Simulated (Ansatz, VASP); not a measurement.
## V: VASP beside Ansatz

```
CELL_PARAMETERS angstrom
2.52222 0.00000 0.00000
0.00000 2.52222 0.00000
0.00000 0.00000 2.52222
ATOMIC_POSITIONS crystal
V 0.00000 0.00000 0.00000
```

Alike in both runs: task single point; functional r2SCAN; k mesh 14 × 14 × 14; occupations fermi-dirac, width 0.1 eV; no spin polarisation.

|  | VASP | Ansatz |
| --- | --- | --- |
| version | VASP 6.6.1 | Ansatz 0.2.0 |
| potentials or method | VASP PAW PBE potentials, release 64 (V_sv), cutoff 520 eV | plane waves (500 eV) with PAW, scalar-relativistic |
| valence electrons in the cell | 13 | 13 |

Ansatz gave:

- pressure (GPa): -12.2

Q: Estimate VASP's values.

A: Pressure (GPa): -11.8.

VASP's potentials were made for PBE, not for r2SCAN. With one functional, cell and mesh, what is left measures potentials, basis and numerics.
